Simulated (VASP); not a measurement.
# Ni (Fm-3m) in VASP: a series of runs

Runs on Ni. Level: LDA. Tasks: single point.

Program: VASP 6.6.1. These are calculated values, not measurements. Logs are shortened: lines on timing, memory, paths and dates and some standing lists are left out, and cuts for length are marked.

## 1. The cell of the first run

It takes space group Fm-3m (No. 225, cubic). The conventional cell has a = 3.424 Å, b = 3.424 Å, c = 3.424 Å, α = 90.00°, β = 90.00°, γ = 90.00°. Within 3.2 Å of Ni (site symmetry m-3m) lie 12 Ni at 2.42 Å.

## 2. Single point, LDA (10.04 Å³/atom)

Contents of INCAR:

```
PREC     = Accurate       # precision mode
ENCUT    = 520            # plane-wave cutoff, eV
EDIFF    = 1E-7           # SCF threshold, eV
ISMEAR   = 0              # smearing method
SIGMA    = 0.15           # smearing width, eV
LREAL    = F              # projectors in reciprocal space
LASPH    = T              # aspherical terms in the spheres
NELM     = 100            # most SCF steps
ALGO     = Fast           # electronic algorithm
ISIF     = 2              # what is computed and relaxed
LWAVE    = F              # write WAVECAR
LCHARG   = T              # write CHGCAR
LELF     = T              # ELF
LVHAR    = T            
NBANDS   = 11             # bands
```

Contents of KPOINTS:

```
Automatic mesh
0
Gamma
  24 24 24
```

Contents of POSCAR:

```
Ni
1.0
    0.0000000000      1.7121260312      1.7121260312
    1.7121260312      0.0000000000      1.7121260312
    1.7121260312      1.7121260312      0.0000000000
Ni
1
Direct
    0.0000000000      0.0000000000      0.0000000000
```

Potentials or basis: VASP PAW LDA potentials, release 64 (Ni).

Command:

```console
$ cat potpaw_LDA.64/Ni/POTCAR > POTCAR
$ mpirun -np 1 vasp_std > vasp.out
```

OUTCAR:

```text
PREC = Accurate
   ENCUT = 520
   EDIFF = 1E-7
   ISMEAR = 0
   LREAL = F
   LASPH = T
   NELM = 100
   ISIF = 2

 ion  position               nearest neighbor table
   1  0.000  0.000  0.000-

  LATTYP: Found a face centered cubic cell.
 ALAT       =     3.4242520624

  Lattice vectors:

 A1 = (   0.0000000000,   1.7121260312,   1.7121260312)
 A2 = (   1.7121260312,   0.0000000000,   1.7121260312)
 A3 = (   1.7121260312,   1.7121260312,   0.0000000000)

Analysis of symmetry for initial positions (statically):
=====================================================================
 Subroutine PRICEL returns:
 Original cell was already a primitive cell.

 Routine SETGRP: Setting up the symmetry group for a
 face centered cubic supercell.

 Subroutine GETGRP returns: Found 48 space group operations
 (whereof 48 operations were pure point group operations)
 out of a pool of 48 trial point group operations.

The static configuration has the point symmetry O_h .

Analysis of symmetry for dynamics (positions and initial velocities):
=====================================================================
 Subroutine PRICEL returns:
 Original cell was already a primitive cell.

 Routine SETGRP: Setting up the symmetry group for a
 face centered cubic supercell.

 Subroutine GETGRP returns: Found 48 space group operations
 (whereof 48 operations were pure point group operations)
 out of a pool of 48 trial point group operations.

The dynamic configuration has the point symmetry O_h .

 Subroutine INISYM returns: Found 48 space group operations
 (whereof 48 operations are pure point group operations),
 and found     1 'primitive' translations

----------------------------------------------------------------------------------------

                                     Primitive cell

  volume of cell :      10.0378

  direct lattice vectors                    reciprocal lattice vectors
     0.000000000  1.712126031  1.712126031    -0.292034576  0.292034576  0.292034576
     1.712126031  0.000000000  1.712126031     0.292034576 -0.292034576  0.292034576
     1.712126031  1.712126031  0.000000000     0.292034576  0.292034576 -0.292034576

  length of vectors
     2.421311854  2.421311854  2.421311854     0.505818724  0.505818724  0.505818724

  position of ions in fractional coordinates (direct lattice)
     0.000000000  0.000000000  0.000000000

  ion indices of the primitive-cell ions
   primitive index   ion index
                 1           1

----------------------------------------------------------------------------------------

 KPOINTS: Automatic mesh

Automatic generation of k-mesh.
 Grid dimensions read from file:
 generate k-points for:   24   24   24

 Generating k-lattice:

  Cartesian coordinates                     Fractional coordinates (reciprocal lattice)
    -0.012168107  0.012168107  0.012168107     0.041666667  0.000000000  0.000000000
     0.012168107 -0.012168107  0.012168107     0.000000000  0.041666667  0.000000000
     0.012168107  0.012168107 -0.012168107     0.000000000  0.000000000  0.041666667

  Length of vectors
     0.021075780  0.021075780  0.021075780

  Shift w.r.t. Gamma in fractional coordinates (k-lattice)
     0.000000000  0.000000000  0.000000000

 Subroutine IBZKPT returns following result:
 ===========================================

 Found    413 irreducible k-points:

 Following reciprocal coordinates:
            Coordinates               Weight
  0.000000  0.000000  0.000000      1.000000
  0.041667  0.000000  0.000000      8.000000
  0.083333  0.000000  0.000000      8.000000
  0.125000  0.000000  0.000000      8.000000
  0.166667  0.000000  0.000000      8.000000
  0.208333  0.000000  0.000000      8.000000
[... 16 lines left out ...]
  0.416667  0.041667  0.000000     24.000000
  0.458333  0.041667  0.000000     24.000000
 [... further k-points ...]
   k-points           NKPTS =    413   k-points in BZ     NKDIM =    413   number of bands    NBANDS=     11
   number of dos      NEDOS =    301   number of ions     NIONS =      1
   total plane-waves  NPLWV =   5832
   dimension x,y,z NGX =    18 NGY =   18 NGZ =   18
   dimension x,y,z NGXF=    36 NGYF=   36 NGZF=   36
   ions per type =               1
   NGX,Y,Z   is equivalent  to a cutoff of  12.36, 12.36, 12.36 a.u.
   NGXF,Y,Z  is equivalent  to a cutoff of  24.72, 24.72, 24.72 a.u.
 SYSTEM =  unknown system
   PREC   = accura    normal or accurate (medium, high low for compatibility)
   ISTART =      0    job   : 0-new  1-cont  2-samecut
   ICHARG =      2    charge: 1-file 2-atom 10-const
   ISPIN  =      1    spin polarized calculation?
   LNONCOLLINEAR =      F non collinear calculations
   LSORBIT =      F    spin-orbit coupling
   LASPH  =      T    aspherical Exc in radial PAW
   ENCUT  =  520.0 eV  38.22 Ry    6.18 a.u.   4.50  4.50  4.50*2*pi/ulx,y,z
   NELM   =    100;   NELMIN=  2; NELMDL= -5     # of ELM steps
   EDIFF  = 0.1E-06   stopping-criterion for ELM
   LREAL  =      F    real-space projection
   EDIFFG = 0.1E-05   stopping-criterion for IOM
   NSW    =      0    number of steps for IOM
   IBRION =     -1    ionic relax: 0-MD 1-quasi-New 2-CG
   NFREE  =      0    steps in history (QN), initial steepest desc. (CG)
   ISIF   =      2    stress and relaxation
   ISYM   =      2    0-nonsym 1-usesym 2-fastsym
   POTIM  = 0.5000    time-step for ionic-motion
   TEBEG  =    0.0;   TEEND  =   0.0 temperature during run
   PSTRESS=    0.0 pullay stress
   NELECT =      10.0000    total number of electrons
   NUPDOWN=      -1.0000    fix difference up-down
   EMIN   =  10.00;   EMAX   =-10.00  energy-range for DOS
   EFERMI =   0.00;   METHOD = LEGACY
   ISMEAR =     0;   SIGMA  =   0.15  broadening in eV -4-tet -1-fermi 0-gaus
   EFERMI_NEDOS =   21; number of points for ismear=-14 and -15
   IALGO  =     68    algorithm
   IMIX   =      4    mixing-type and parameters
     AMIX     =   0.40;   BMIX     =  1.00
     AMIX_MAG =   1.60;   BMIX_MAG =  1.00
  volume/ion in A,a.u.               =      10.04        67.74
  Fermi-wavevector in a.u.,A,eV,Ry     =   1.635043  3.089783 36.373335  2.673365
  Thomas-Fermi vector in A             =   2.726581
   LORBIT       =      0    0 simple, 1 ext, 2 COOP (PROOUT), +10 PAW based schemes
   GGA     = CA    functional components
   LHFCALC =     F    Hartree Fock is set to
   AEXX    =    0.0000 exact exchange contribution
   IVDW    =     0    specifies the selected vdW correction
   LEPSILON=     F    determine dielectric tensor
   LRPA    =     F    only Hartree local field effects (RPA)
 non-spin polarized calculation
 RMM-DIIS sequential band-by-band and
 Gauss-broadening in eV      SIGMA  =   0.15
  energy-cutoff  :      520.00
  volume of cell :       10.04
 maximum number of plane-waves:       290
 NGX is ok and might be reduce to    18
   NGX =  9   NGY =  9   NGZ =  9

 number of electron      10.0000000 magnetization

 number of electron       9.9999991 magnetization

 Free energy of the ion-electron system (eV)
  ---------------------------------------------------
  ext. energy  EPLUGINS =         0.00000000
  ---------------------------------------------------
  free energy    TOTEN  =        -6.56068850 eV

  energy without entropy =       -6.52373912  energy(sigma->0) =       -6.54221381

 E-fermi :  10.0877     XC(G=0): -14.0961

 val. band max:       10.0828173611   @ k =   0.5000   0.0833   0.0000
 cond. band min:      10.0879691646   @ k =   0.4583   0.1250   0.0000
 fundamental gap:      0.0051518035
 Fermi energy:        10.0876781207

 k-point     1 :       0.0000    0.0000    0.0000
  band No.  band energies     occupation
      1       0.6901      2.00000
      2       7.9754      2.00000
      3       7.9754      2.00000
      4       7.9754      2.00000
      5       9.2496      2.00000
      6       9.2496      2.00000
      7      34.6706      0.00000
      8      39.1013      0.00000
      9      39.1013      0.00000
     10      39.1013      0.00000
     11      42.4279      0.00000

 k-point     2 :       0.0417    0.0000    0.0000
  band No.  band energies     occupation
      1       0.7625      2.00000
      2       7.9538      2.00000
      3       7.9932      2.00000
      4       7.9932      2.00000
      5       9.2415      2.00000
      6       9.2415      2.00000
      7      34.5173      0.00000
      8      38.0305      0.00000
      9      38.9495      0.00000
     10      38.9495      0.00000
     11      42.6576      0.00000

 k-point     3 :       0.0833    0.0000    0.0000
  band No.  band energies     occupation
      1       0.9779      2.00000
      2       7.8923      2.00000
      3       8.0430      2.00000
      4       8.0430      2.00000
      5       9.2210      2.00000
      6       9.2210      2.00000
      7      33.7687      0.00000
      8      36.5947      0.00000
      9      38.5920      0.00000
     10      38.5920      0.00000
     11      43.2139      0.00000

 k-point     4 :       0.1250    0.0000    0.0000
  band No.  band energies     occupation
      1       1.3303      2.00000
      2       7.8011      2.00000
      3       8.1126      2.00000
      4       8.1126      2.00000
      5       9.2000      2.00000
      6       9.2000      2.00000
      7      32.0813      0.00000
      8      35.9186      0.00000
      9      38.1722      0.00000
     10      38.1722      0.00000
     11      43.3762      0.00000

 k-point     5 :       0.1667    0.0000    0.0000
  band No.  band energies     occupation
      1       1.8087      2.00000
      2       7.6970      2.00000
      3       8.1801      2.00000
      4       8.1801      2.00000
      5       9.1997      2.00000
      6       9.1997      2.00000
      7      29.9634      0.00000
      8      35.5928      0.00000
      9      37.7659      0.00000
     10      37.7659      0.00000
     11      43.3450      0.00000
[... 211 lines left out ...]
 k-point    21 :       0.3333    0.0417    0.0000
  band No.  band energies     occupation
      1       4.1940      2.00000
      2       7.6840      2.00000
      3       8.0996      2.00000
      4       8.1578      2.00000
      5       9.5791      2.00000
      6       9.7122      1.99960
      7      22.2756      0.00000
      8      33.8561      0.00000
      9      35.2472      0.00000
     10      37.9615      0.00000
     11      40.1917      0.00000

 k-point    22 :       0.3750    0.0417    0.0000
  band No.  band energies     occupation
      1       4.6916      2.00000
      2       8.0051      2.00000
      3       8.0544      2.00000
      4       8.0933      2.00000
      5       9.8089      1.99142
      6       9.8609      1.96749
      7      20.4248      0.00000
      8      33.5007      0.00000
      9      35.1579      0.00000
     10      37.2829      0.00000
     11      39.9382      0.00000

 k-point    23 :       0.4167    0.0417    0.0000
  band No.  band energies     occupation
      1       5.0002      2.00000
      2       7.9593      2.00000
      3       8.0340      2.00000
      4       8.5616      2.00000
      5       9.9816      1.68294
      6      10.0633      1.18181
      7      18.7881      0.00000
      8      33.2053      0.00000
      9      35.1830      0.00000
     10      36.6380      0.00000
     11      39.8307      0.00000

 k-point    24 :       0.4583    0.0417    0.0000
  band No.  band energies     occupation
      1       5.1530      2.00000
      2       7.9168      2.00000
      3       7.9896      2.00000
      4       9.0684      2.00000
      5      10.0572      1.22619
      6      10.3564      0.01128
      7      17.4974      0.00000
      8      32.9908      0.00000
      9      35.3350      0.00000
     10      36.0889      0.00000
     11      39.8582      0.00000

 [... further k-points ...]

------------------------ aborting loop because EDIFF is reached ----------------------------------------

  FORCE on cell =-STRESS in cart. coord.  units (eV):
  Direction    XX          YY          ZZ          XY          YZ          ZX
  --------------------------------------------------------------------------------------
  -------------------------------------------------------------------------------------
  Total       -0.0655723     -0.0655723     -0.0655723      0.0000000      0.0000000      0.0000000
  in kB      -10.4663154    -10.4663154    -10.4663154      0.0000000      0.0000000      0.0000000
  external PRESSURE =     -10.4663154 kB  Pullay stress =       0.0000000 kB

 VOLUME and BASIS-vectors are now :
 -----------------------------------------------------------------------------
  energy-cutoff  :      520.00
  volume of cell :       10.04
      direct lattice vectors                 reciprocal lattice vectors
     0.000000000  1.712126031  1.712126031    -0.292034576  0.292034576  0.292034576
     1.712126031  0.000000000  1.712126031     0.292034576 -0.292034576  0.292034576
     1.712126031  1.712126031  0.000000000     0.292034576  0.292034576 -0.292034576

 POSITION                                       TOTAL-FORCE (eV/Angst)
 -----------------------------------------------------------------------------------
      0.00000      0.00000      0.00000         0.000000     -0.000000      0.000000
 -----------------------------------------------------------------------------------
    total drift:                                0.000000     -0.000000     -0.000000

  FREE ENERGIE OF THE ION-ELECTRON SYSTEM (eV)
  ---------------------------------------------------
  free  energy   TOTEN  =        -6.5606885000 eV

  energy  without entropy=       -6.5237391195  energy(sigma->0) =       -6.54221381
```

Run time: 83 s. Hardware: 1 thread of Intel Xeon Platinum 8259CL at 2.50GHz (Skylake/Cascade Lake), shared host; peak memory 0.15 GiB.

What came out:

- Free energy: -6.5607 eV
- Pressure: -1.0 GPa
- Band gap on the k mesh: zero (bands 5 and 6 overlap by 1.08 eV)

Levels at points of the mesh, in eV from the Fermi level:
```csv
k point,band 2,band 3,band 4,band 5,band 6,band 7,band 8,band 9
"(0.00, 0.00, 0.00)",-2.11,-2.11,-2.11,-0.84,-0.84,24.58,29.01,29.01
"(0.50, 0.00, 0.00)",-2.15,-2.15,-0.25,-0.01,-0.01,6.65,23.06,26.19
"(0.50, 0.50, 0.00)",-4.18,-0.01,0.19,0.19,2.67,10.31,15.71,15.71
```

Caveat: the run has no spin polarisation, though such a crystal can be magnetic. Spin polarisation is off, so any magnetic state and its effect on volume and gap are missing.

## 3. Single point, LDA (10.64 Å³/atom)

This run uses another cell than the first one, of 10.64 Å³/atom.

Contents of INCAR:

```
ALGO     = Normal         # electronic algorithm
EDIFF    = 1E-6           # SCF threshold, eV
ENCUT    = 520            # plane-wave cutoff, eV
GGA      = CA             # functional
ISIF     = 2              # what is computed and relaxed
ISMEAR   = 0              # smearing method
LASPH    = True           # aspherical terms in the spheres
LCHARG   = True           # write CHGCAR
LELF     = True           # ELF
LREAL    = False          # projectors in reciprocal space
LVHAR    = True         
LWAVE    = False          # write WAVECAR
NBANDS   = 11             # bands
NELM     = 100            # most SCF steps
PREC     = Accurate       # precision mode
SIGMA    = 0.15           # smearing width, eV
```

Contents of KPOINTS:

```
k-points
0
Gamma
  24 24 24
```

Contents of POSCAR:

```
Ni
1.0
    0.0000000000      1.7457037470      1.7457037470
    1.7457037470      0.0000000000      1.7457037470
    1.7457037470      1.7457037470      0.0000000000
Ni
1
Direct
    0.0000000000      0.0000000000      0.0000000000
```

Potentials or basis: VASP PAW LDA potentials, release 64 (Ni).

Command:

```console
$ cat potpaw_LDA.64/Ni/POTCAR > POTCAR
$ mpirun -np 1 vasp_std > vasp.out
```

Wall time 68 s (1 thread of Intel Xeon Platinum 8259CL at 2.50GHz (Skylake/Cascade Lake), shared host); peak memory 0.15 GiB.

The run converged. Its results:

* Free energy: -6.5314 eV
* Pressure: -13.7 GPa
* Band gap on the k mesh: zero (bands 5 and 6 overlap by 0.98 eV)

Levels at points of the mesh, in eV from the Fermi level:
```tsv
k point	band 2	band 3	band 4	band 5	band 6	band 7	band 8	band 9
(0.00, 0.00, 0.00)	-1.94	-1.94	-1.94	-0.77	-0.77	24.11	28.07	28.07
(0.50, 0.00, 0.00)	-1.97	-1.97	-0.13	-0.01	-0.01	6.22	22.61	25.15
(0.50, 0.50, 0.00)	-3.83	-0.01	0.17	0.17	2.64	9.77	15.16	15.16
```

Caveat: the cell stands under tension; the run has no spin polarisation, though such a crystal can be magnetic. Spin polarisation is off, so any magnetic state and its effect on volume and gap are missing.

(Continued in part 2 of 2.)
